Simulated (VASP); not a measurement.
# LiC18 in VASP: a series of runs

Runs on LiC18. Level: PBE. Tasks: single point.

Program: VASP 6.6.1. These are calculated values, not measurements. Logs are shortened: lines on timing, memory, paths and dates and some standing lists are left out, and cuts for length are marked.

## Step 1: The cell of the first run

The cell holds a slab with vacuum, 19 atoms: a = 7.398 Å, b = 7.398 Å, c = 12.000 Å, α = 90.00°, β = 90.00°, γ = 120.00°.

## Step 2: Single point, PBE, collinear spin, zero start

File INCAR:

```
  PREC = Accurate
  ENCUT = 520
  EDIFF = 1E-6
  ISMEAR = 0
  SIGMA = 0.05
  LREAL = Auto
  LASPH = True
  NELM = 150
  ALGO = Normal
  ISIF = 2
  LWAVE = False
  LCHARG = False
  ISPIN = 2
  MAGMOM = 0 0 0 0 0 0 0 0 0 0 0 0 0 0 0 0 0 0 0
  LORBIT = 11
  GGA = PE
  NBANDS = 56
```

File KPOINTS:

```
Automatic mesh
0
Gamma
  2 2 1
```

File POSCAR:

```
LiC18
1.0
    7.3980000000      0.0000000000      0.0000000000
   -3.6990000000      6.4068560000      0.0000000000
    0.0000000000      0.0000000000     12.0000000000
C Li
18 1
Direct
   -0.0108262154     -0.0042563779      0.0861388333
    0.2118104055      0.1070528197      0.0852978333
   -0.0105077417      0.3287084960      0.0848628333
    0.2116521618      0.4395308713      0.0850173333
   -0.0108006275      0.6616626002      0.0843449167
    0.2122327095      0.7724873167      0.0786658333
    0.3239129628     -0.0038004600      0.0809054167
    0.5462490233      0.1071968841      0.0838712500
    0.3231870873      0.3292560345      0.0856895000
    0.5451229582      0.4400190983      0.0850794167
    0.3235385647      0.6615210331      0.0830015833
    0.5455496214      0.7733217353      0.0846265000
    0.6566082167     -0.0044088707      0.0845630000
    0.8783829563      0.1067859181      0.0855137500
    0.6563854525      0.3291036977      0.0853529167
    0.8781940844      0.4393162575      0.0854242500
    0.6560166853      0.6620066067      0.0858260000
    0.8779404947      0.7732191889      0.0862301667
    1.1984437672      0.8599456582      0.2370880833
```

Potentials or basis: VASP PAW PBE potentials, release 64 (C, Li_sv).

Launch:

```console
$ cat potpaw_PBE.64/C/POTCAR potpaw_PBE.64/Li_sv/POTCAR > POTCAR
$ mpirun -np 1 vasp_std > vasp.out
```

OUTCAR:

```text
PREC = Accurate
   ENCUT = 520
   EDIFF = 1E-6
   ISMEAR = 0
   LREAL = Auto
   LASPH = True
   NELM = 150
   ISIF = 2
   ISPIN = 2
   LORBIT = 11
   GGA = PE

 ion  position               nearest neighbor table
   1  0.989  0.996  0.086-  14 1.42  18 1.43   2 1.43
   2  0.212  0.107  0.085-   9 1.42   1 1.43   7 1.43
   3  0.989  0.329  0.085-  16 1.42  14 1.42   4 1.42
   4  0.212  0.440  0.085-   9 1.42  11 1.42   3 1.42
   5  0.989  0.662  0.084-  16 1.42  18 1.43   6 1.43
   6  0.212  0.772  0.079-  11 1.43   5 1.43   7 1.43  19 2.03
   7  0.324  0.996  0.081-   8 1.42   2 1.43   6 1.43  19 2.11
   8  0.546  0.107  0.084-  15 1.42  13 1.42   7 1.42
   9  0.323  0.329  0.086-   4 1.42  10 1.42   2 1.42
  10  0.545  0.440  0.085-   9 1.42  17 1.42  15 1.42
  11  0.324  0.662  0.083-   4 1.42  12 1.42   6 1.43
  12  0.546  0.773  0.085-  17 1.42  11 1.42  13 1.42
  13  0.657  0.996  0.085-  14 1.42   8 1.42  12 1.42
  14  0.878  0.107  0.086-  13 1.42   1 1.42   3 1.42
  15  0.656  0.329  0.085-  16 1.42   8 1.42  10 1.42
  16  0.878  0.439  0.085-  15 1.42   3 1.42   5 1.42
  17  0.656  0.662  0.086-  12 1.42  18 1.42  10 1.42
  18  0.878  0.773  0.086-  17 1.42   1 1.43   5 1.43
  19  0.198  0.860  0.237-   6 2.03   7 2.11

  LATTYP: Found a hexagonal cell.
 ALAT       =     7.3980000000
 C/A-ratio  =     1.6220600162

  Lattice vectors:

 A1 = (   7.3980000000,   0.0000000000,   0.0000000000)
 A2 = (  -3.6990000000,   6.4068560000,   0.0000000000)
 A3 = (   0.0000000000,   0.0000000000,  12.0000000000)

Analysis of symmetry for initial positions (statically):
=====================================================================
 Subroutine PRICEL returns:
 Original cell was already a primitive cell.

 Routine SETGRP: Setting up the symmetry group for a
 hexagonal supercell.

 Subroutine GETGRP returns: Found  1 space group operations
 (whereof  1 operations were pure point group operations)
 out of a pool of 24 trial point group operations.

The static configuration has the point symmetry C_1 .

Analysis of symmetry for dynamics (positions and initial velocities):
=====================================================================
 Subroutine PRICEL returns:
 Original cell was already a primitive cell.

 Routine SETGRP: Setting up the symmetry group for a
 hexagonal supercell.

 Subroutine GETGRP returns: Found  1 space group operations
 (whereof  1 operations were pure point group operations)
[... 171 lines left out ...]

 Free energy of the ion-electron system (eV)
  ---------------------------------------------------
  ext. energy  EPLUGINS =         0.00000000
  ---------------------------------------------------
  free energy    TOTEN  =      -167.45371800 eV

  energy without entropy =     -167.45371800  energy(sigma->0) =     -167.45371800

 E-fermi :  -0.4068     XC(G=0):  -3.7518

 val. band max:       -0.7146721056   @ k =   0.0000   0.0000   0.0000
 cond. band min:       0.4771684807   @ k =   0.0000   0.0000   0.0000
 fundamental gap:      1.1918405863
 Fermi energy:        -0.4067826211

 spin component 1

 k-point     1 :       0.0000    0.0000    0.0000
  band No.  band energies     occupation
      1     -49.6158      1.00000
      2     -20.1943      1.00000
      3     -17.7652      1.00000
      4     -17.6390      1.00000
      5     -17.6248      1.00000
      6     -17.5255      1.00000
[... 197 lines left out ...]
     48       3.8619      0.00000
     49       3.9352      0.00000
 Fermi energy:        -0.4067826211

 spin component 2

 k-point     1 :       0.0000    0.0000    0.0000
  band No.  band energies     occupation
      1     -49.6158      1.00000
      2     -20.1943      1.00000
      3     -17.7652      1.00000
      4     -17.6390      1.00000
      5     -17.6248      1.00000
      6     -17.5255      1.00000
[... 197 lines left out ...]
     48       3.8618      0.00000
     49       3.9355      0.00000
 [bands above 49 left out]

------------------------ aborting loop because EDIFF is reached ----------------------------------------

  FORCE on cell =-STRESS in cart. coord.  units (eV):
  Direction    XX          YY          ZZ          XY          YZ          ZX
  --------------------------------------------------------------------------------------
  -------------------------------------------------------------------------------------
  Total        5.5099380      5.4850164     -0.2587534     -0.0008148      0.1190519     -0.6133054
  in kB       15.5208948     15.4506935     -0.7288800     -0.0022952      0.3353563     -1.7276146
  external PRESSURE =      10.0809028 kB  Pullay stress =       0.0000000 kB

 VOLUME and BASIS-vectors are now :
 -----------------------------------------------------------------------------
  energy-cutoff  :      520.00
  volume of cell :      568.78
      direct lattice vectors                 reciprocal lattice vectors
     7.398000000  0.000000000  0.000000000     0.135171668  0.078041398  0.000000000
    -3.699000000  6.406856000  0.000000000     0.000000000  0.156082796  0.000000000
     0.000000000  0.000000000 12.000000000     0.000000000  0.000000000  0.083333333

 POSITION                                       TOTAL-FORCE (eV/Angst)
 -----------------------------------------------------------------------------------
      3.63465      6.37959      1.03367         0.032180     -0.023696      0.027516
      1.17098      0.68587      1.02357         0.019864     -0.000819      0.012209
      6.10437      2.10599      1.01835         0.022543      0.004058      0.013706
     -0.06002      2.81601      1.02021         0.006810     -0.005161     -0.009886
      4.87061      4.23918      1.01214         0.021021     -0.011723     -0.004579
     -1.28733      4.94921      0.94399         0.016926      0.005335     -0.042586
[... 11 lines left out ...]
      3.63487      4.95390      1.03476         0.030417      0.013952      0.013155
     -1.71285      5.50955      2.84506        -0.328455      0.064910     -0.002881
 -----------------------------------------------------------------------------------
    total drift:                               -0.027727     -0.002501     -0.033315

  FREE ENERGIE OF THE ION-ELECTRON SYSTEM (eV)
  ---------------------------------------------------
  free  energy   TOTEN  =      -167.4537179973 eV

  energy  without entropy=     -167.4537179973  energy(sigma->0) =     -167.45371800

 total charge

# of ion       s       p       d       tot
------------------------------------------
    1        0.860   1.794   0.000   2.654
    2        0.859   1.793   0.000   2.652
    3        0.861   1.795   0.000   2.656
    4        0.861   1.797   0.000   2.658
    5        0.858   1.796   0.000   2.654
    6        0.858   1.809   0.000   2.667
[... 11 lines left out ...]
   18        0.860   1.793   0.000   2.653
   19        2.006   0.046   0.000   2.051
--------------------------------------------------
tot         17.488  32.398   0.000  49.886

 magnetization (x)

# of ion       s       p       d       tot
------------------------------------------
    1        0.000  -0.000   0.000  -0.000
    2        0.000  -0.000   0.000   0.000
    3        0.000  -0.000   0.000  -0.000
    4        0.000  -0.000   0.000   0.000
    5       -0.000  -0.000   0.000  -0.000
    6        0.000   0.000   0.000   0.000
[... 11 lines left out ...]
   18        0.000   0.000   0.000   0.000
   19        0.000   0.000   0.000   0.000
--------------------------------------------------
tot          0.000   0.000   0.000   0.000
```

It took 14 min on 1 thread of Intel Xeon Platinum 8488C (Sapphire Rapids), shared host; peak memory 0.86 GiB.

What came out:

```
Free energy                                           : -167.4537 eV
Largest force                                         : 0.335 eV/Å
Net moment                                            : 0.00 μB per cell
Valence electrons inside the program's atomic spheres : C 2.65, 2.66, 2.67 (each value once); Li 2.05
```

Forces on the atoms (eV/Å):
```
C    0.032 -0.024  0.028
C    0.020 -0.001  0.012
C    0.023  0.004  0.014
C    0.007 -0.005 -0.010
C    0.021 -0.012 -0.005
C    0.017  0.005 -0.043
C    0.011 -0.016 -0.043
C    0.033  0.012 -0.003
C    0.018  0.005  0.015
C    0.033 -0.010  0.030
C    0.029 -0.015 -0.018
C    0.015  0.024 -0.015
C    0.005 -0.027 -0.010
C    0.006  0.019  0.021
C    0.006  0.006  0.000
C    0.012 -0.018  0.000
C    0.010 -0.027  0.018
C    0.030  0.014  0.013
Li  -0.328  0.065 -0.003
```

Levels at points of the mesh, in eV from the Fermi level:
Spin up:
| k point | band 33 | band 34 | band 35 | band 36 | band 37 | band 38 | band 39 | band 40 | band 41 | band 42 |
| --- | --- | --- | --- | --- | --- | --- | --- | --- | --- | --- |
| (0.00, 0.00, 0.00) | -4.82 | -3.24 | -3.23 | -0.47 | -0.44 | -0.33 | -0.31 | 0.88 | 2.96 | 3.53 |
| (0.50, 0.00, 0.00) | -3.21 | -3.14 | -2.98 | -2.95 | -2.66 | 1.15 | 1.23 | 1.93 | 2.10 | 2.19 |
| (0.00, 0.50, 0.00) | -3.21 | -3.12 | -3.01 | -2.93 | -2.66 | 1.11 | 1.36 | 1.93 | 1.99 | 2.20 |
| (0.50, 0.50, 0.00) | -3.21 | -3.13 | -2.98 | -2.95 | -2.65 | 1.14 | 1.23 | 1.94 | 2.11 | 2.22 |
Spin down:
| k point | band 34 | band 35 | band 36 | band 37 | band 38 | band 39 | band 40 | band 41 |
| --- | --- | --- | --- | --- | --- | --- | --- | --- |
| (0.00, 0.00, 0.00) | -3.24 | -3.23 | -0.47 | -0.44 | -0.33 | -0.31 | 0.88 | 2.96 |
| (0.50, 0.00, 0.00) | -3.14 | -2.98 | -2.95 | -2.66 | 1.15 | 1.23 | 1.93 | 2.10 |
| (0.00, 0.50, 0.00) | -3.12 | -3.01 | -2.93 | -2.66 | 1.11 | 1.36 | 1.93 | 1.99 |
| (0.50, 0.50, 0.00) | -3.13 | -2.98 | -2.95 | -2.65 | 1.14 | 1.23 | 1.94 | 2.11 |

Caveat: the k points lie up to 0.49 Å⁻¹ apart; the cutoff is under 1.25 times the usual one of these potentials, so pressure, stress and relaxed cells hold a basis-set (Pulay) error; there is no dipole correction, which matters where the two faces differ; no moment was typed at the start, so none could form.

## Step 3: Single point, PBE, collinear spin, zero start

File INCAR:

```
SYSTEM = LiC18
  ALGO = Normal
  EDIFF = 1E-7
  ENCUT = 520
  GGA = PE
  ISIF = 2
  ISMEAR = 0
  ISPIN = 2
  LASPH = .True.
  LCHARG = .False.
  LORBIT = 11
  LREAL = Auto
  LWAVE = .False.
  MAGMOM = 0 0 0 0 0 0 0 0 0 0 0 0 0 0 0 0 0 0 0
  NBANDS = 56
  NELM = 150
  PREC = Accurate
  SIGMA = 0.05
```

File KPOINTS:

```
k-points
0
Gamma
  2 2 1
  0 0 0
```

File POSCAR:

```
LiC18
1.0
    7.3980000000      0.0000000000      0.0000000000
   -3.6990000000      6.4068560000      0.0000000000
    0.0000000000      0.0000000000     12.0000000000
C Li
18 1
Direct
   -0.0105277966     -0.0044073099      0.0845579167
    0.2114407957      0.1071973523      0.0838645833
   -0.0102931978      0.3287099008      0.0848634167
    0.2116147973      0.4393201595      0.0854301667
   -0.0115217831      0.6615241547      0.0829923333
    0.2107552525      0.7724888775      0.0786426667
    0.3227854137     -0.0037976505      0.0808861667
    0.5457371634      0.1070531318      0.0852928333
    0.3232093350      0.3291058828      0.0853571667
    0.5453864914      0.4400203470      0.0850815000
    0.3229599279      0.6616668144      0.0843484167
    0.5457715469      0.7732224667      0.0862313333
    0.6570603184     -0.0042562218      0.0861366667
    0.8788915711      0.1067863863      0.0855130000
    0.6565594072      0.3292558784      0.0856893333
    0.8783699443      0.4395311835      0.0850165833
    0.6564796024      0.6620089479      0.0858274167
    0.8782620026      0.7733231401      0.0846210000
    1.3112630210      0.8599150660      0.2371470000
```

Potentials or basis: VASP PAW PBE potentials, release 64 (C, Li_sv).

Launch:

```console
$ cat potpaw_PBE.64/C/POTCAR potpaw_PBE.64/Li_sv/POTCAR > POTCAR
$ mpirun -np 1 vasp_std > vasp.out
```

It took 17 min on 1 thread of Intel Xeon Platinum 8488C (Sapphire Rapids), shared host; peak memory 0.85 GiB.

The run converged. Its results:

```
Free energy                                           : -167.4520 eV
Largest force                                         : 0.334 eV/Å
Net moment                                            : 0.00 μB per cell
Valence electrons inside the program's atomic spheres : C 2.66, 2.67, 2.65 (each value once); Li 2.05
```

Forces on the atoms (eV/Å):
```
C   -0.009 -0.028 -0.005
C   -0.028  0.010 -0.007
C   -0.026  0.006  0.015
C   -0.025 -0.009 -0.001
C   -0.027 -0.028 -0.018
C   -0.019  0.007 -0.044
C   -0.009 -0.015 -0.039
C   -0.021  0.003  0.012
C   -0.007  0.000  0.002
C   -0.023 -0.011  0.030
C   -0.018 -0.003 -0.006
C   -0.024  0.013  0.017
C   -0.031 -0.020  0.021
C   -0.014  0.018  0.022
C   -0.015  0.013  0.015
C   -0.015 -0.011 -0.012
C   -0.006 -0.025  0.016
C   -0.011  0.019 -0.016
Li   0.328  0.064 -0.002
```

Levels at points of the mesh, in eV from the Fermi level:
Spin up:
```tsv
k point	band 33	band 34	band 35	band 36	band 37	band 38	band 39	band 40	band 41	band 42
(0.00, 0.00, 0.00)	-4.82	-3.24	-3.23	-0.47	-0.44	-0.33	-0.30	0.88	2.96	3.53
(0.50, 0.00, 0.00)	-3.21	-3.13	-2.98	-2.95	-2.65	1.14	1.23	1.94	2.11	2.22
(0.00, 0.50, 0.00)	-3.21	-3.12	-3.01	-2.93	-2.66	1.11	1.36	1.93	1.99	2.21
(0.50, 0.50, 0.00)	-3.20	-3.13	-2.98	-2.95	-2.65	1.16	1.23	1.93	2.11	2.20
```
Spin down:
| k point | band 35 | band 36 | band 37 | band 38 | band 39 | band 40 |
| --- | --- | --- | --- | --- | --- | --- |
| (0.00, 0.00, 0.00) | -3.23 | -0.47 | -0.44 | -0.33 | -0.30 | 0.88 |
| (0.50, 0.00, 0.00) | -2.98 | -2.95 | -2.65 | 1.14 | 1.23 | 1.94 |
| (0.00, 0.50, 0.00) | -3.01 | -2.93 | -2.66 | 1.11 | 1.36 | 1.93 |
| (0.50, 0.50, 0.00) | -2.98 | -2.95 | -2.65 | 1.16 | 1.23 | 1.93 |

Caveat: the k points lie up to 0.49 Å⁻¹ apart; the cutoff is under 1.25 times the usual one of these potentials, so pressure, stress and relaxed cells hold a basis-set (Pulay) error; there is no dipole correction, which matters where the two faces differ; no moment was typed at the start, so none could form.
